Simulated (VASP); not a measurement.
Input of a VASP 6.6.1 run:

INCAR

```
SYSTEM = Mg
PREC = Accurate
ENCUT = 520
EDIFF = 1E-6
ISMEAR = 0
SIGMA = 0.15
LREAL = .FALSE.
LASPH = .TRUE.
NELM = 80
ALGO = Normal
ISIF = 2
LWAVE = .FALSE.
LCHARG = .TRUE.
GGA = PE
LELF = .TRUE.
LVHAR = .TRUE.
NBANDS = 9
```

The input KPOINTS:

```
regular mesh
0
G
  18 18 10
  0 0 0
```

The input POSCAR:

```
Mg
1.0
    3.3879226670      0.0000000000      0.0000000000
   -1.6939613335      2.9340270957      0.0000000000
    0.0000000000      0.0000000000      4.6753182743
Mg
2
Direct
    0.3333333333      0.6666666667      0.2500000000
    0.6666666667      0.3333333333      0.7500000000
```

Potentials or basis: VASP PAW PBE potentials, release 64 (Mg).

Launch:

```console
$ cat potpaw_PBE.64/Mg/POTCAR > POTCAR
$ mpirun -np 1 vasp_std > vasp.out
```

(1) Estimate the pressure.

(2) What does it give for the band gap on the k mesh?

## Answers

(1) 0.4 GPa.

(2) zero (band 2 reaches 3.71 eV, above the bottom of band 3 at 1.53 eV).
